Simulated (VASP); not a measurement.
Wanted: the native input for a VASP 6.6.1 run.

| Quantity | Value |
| --- | --- |
| Task | relaxation of cell and atoms |
| Functional | LDA |
| Potentials or basis | VASP PAW LDA potentials, release 64 (C) |
| Cutoff | 600 eV |
| k mesh | 10 × 10 × 4 |
| Occupations | gaussian, width 0.01 eV |
| Spin | no spin polarisation |
| Target pressure | 1 GPa |
| Dipole correction | no |
| Further INCAR settings | ALGO = Normal; EDIFF = 1e-06; IBRION = 2; EDIFFG = -0.002; NSW = 100; ISIF = 3 |

The structure of C lies in POSCAR:

```
C
1.0
    2.4448953134      0.0000000000      0.0000000000
   -1.2224476567      2.1173414510      0.0000000000
    0.0000000000      0.0000000000      6.6540256864
C
4
Direct
    0.0000000000      0.0000000000      0.0024999774
    0.0000000000      0.0000000000      0.5024999774
    0.3333333333      0.6666666667      0.0025000226
    0.6666666667      0.3333333333      0.5025000226
```

The input as run:

INCAR

```
PREC = Accurate
ENCUT = 600
EDIFF = 1E-6
ISMEAR = 0
SIGMA = 0.01
LREAL = False
LASPH = True
NELM = 80
ALGO = Normal
ISIF = 3
LWAVE = False
LCHARG = False
IBRION = 2
NSW = 100
EDIFFG = -0.002
PSTRESS = 10.0
```

KPOINTS

```
regular mesh
0
Gamma
  10 10 4
```

Potentials or basis: VASP PAW LDA potentials, release 64 (C).

The run is started by

```bash
$ cat potpaw_LDA.64/C/POTCAR > POTCAR
$ mpirun -np 1 vasp_std > vasp.out
```

Results of the run:

```yaml
Relaxed_volume: 8.32 Å³/atom
Relaxed_cell: a = 2.444 Å, b = 2.444 Å, c = 6.438 Å, α = 90.00°, β = 90.00°, γ = 120.00°
Space_group_after_relaxing_to_0.05_Å: P6_3/mmc (No. 194)
Energy_change_on_relaxing_the_enthalpy_is_what_falls: +0.6 meV/atom
Ionic_steps: 17
Pressure_after_relaxing: 1.0 GPa
Band_gap_on_the_k_mesh: 1.05 eV, direct
```

Caveat: the cell is relaxed towards a set pressure, so the enthalpy falls and the energy may rise.

Wall time 72 s on 1 thread of Intel(R) Xeon(R) Platinum 8488C (Sapphire Rapids) (shared host), peak memory 0.14 GiB.
